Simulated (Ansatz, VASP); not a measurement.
**Al2Cu in VASP and in Ansatz**

```xyz
3
Lattice="4.1052 0.0000 0.0000 0.0000 4.1052 0.0000 0.0000 0.0000 2.8913" Properties=species:S:1:pos:R:3 pbc="T T T"
Al    2.0526    0.0000    1.4457
Al    0.0000    2.0526    1.4457
Cu    0.0000    0.0000    0.0000
```

Alike in both runs: task single point; functional PBE; k mesh 10 × 10 × 14; occupations gaussian, width 0.01 eV; no spin polarisation.

```csv
,VASP,Ansatz
version,VASP 6.6.1,Ansatz 0.2.0
potentials or method,"VASP PAW PBE potentials, release 64 (Al, Cu), cutoff 520 eV","scalar-relativistic, plane waves, PAW"
valence electrons in the cell,17,25
```

Ansatz gave:

| Quantity | Value |
| --- | --- |
| gap on the k mesh at the Fermi level (eV) | none |
| pressure (GPa) | 0.5 |
| traceless stress, the component that is largest in VASP (GPa) | -0.28 |

**Question.** What did VASP give for the same quantities?

**Answer.** gap on the k mesh at the Fermi level (eV): none; pressure (GPa): 0.8; traceless stress, the component that is largest in VASP (GPa): -0.30.

A gap of «none» marks a metal or a gap that the smearing closes. With one functional, cell and mesh, what is left measures potentials, basis and numerics. VASP's potentials hold 17 valence electrons a cell and Ansatz's 25, so a difference there can come from the potentials and not from the codes.
